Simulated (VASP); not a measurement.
Wanted: the native input for a VASP 6.6.1 run.

```yaml
Task: single point
Functional: LDA
Potentials_or_basis: VASP PAW LDA potentials, release 64 (Sn_d, O)
Cutoff: 520 eV
k_mesh: 6 × 6 × 8
Occupations: gaussian, width 0.05 eV
Spin: no spin polarisation
Dipole_correction: no
Further_INCAR_settings: ALGO = Normal; EDIFF = 1e-06; NBANDS = 35
```

The structure of SnO2 lies in POSCAR:

```
SnO2
1.0
    4.9330604771      0.0000000000      0.0000000000
    0.0000000000      4.9336664808      0.0000000000
    0.0000000000      0.0000000000      3.3328025979
Sn O
2 4
Direct
    0.5000000000      0.5000000000      0.5000000000
    0.0000000000      0.0000000000      0.0000000000
    0.3059833077      0.3191552360      0.0000000000
    0.8059833077      0.1808447640      0.5000000000
    0.1940166923      0.8191552360      0.5000000000
    0.6940166923      0.6808447640      0.0000000000
```

The input as run:

INCAR

```
ALGO = Normal
EDIFF = 1E-6
ENCUT = 520
ISIF = 2
ISMEAR = 0
LASPH = True
LCHARG = False
LREAL = False
LWAVE = False
NBANDS = 35
NELM = 100
PREC = Accurate
SIGMA = 0.05
```

KPOINTS

```
k-points
0
Gamma
  6 6 8
```

Potentials or basis: VASP PAW LDA potentials, release 64 (Sn_d, O).

Launch:

```bash
$ cat potpaw_LDA.64/Sn_d/POTCAR potpaw_LDA.64/O/POTCAR > POTCAR
$ mpirun -np 1 vasp_std > vasp.out
```

Results of the run:

```json
{
 "Pressure": "-18.7 GPa",
 "Largest force": "0.340 eV/Å",
 "Band gap on the k mesh": "0.15 eV, indirect (least direct gap 0.18 eV)"
}
```

Caveat: spin-orbit coupling is left out, which moves the levels of the heavy elements.

It took 120 s on 1 thread of Intel(R) Xeon(R) 6975P-C (Granite Rapids), with other jobs on the host, peak memory 0.3 GiB.
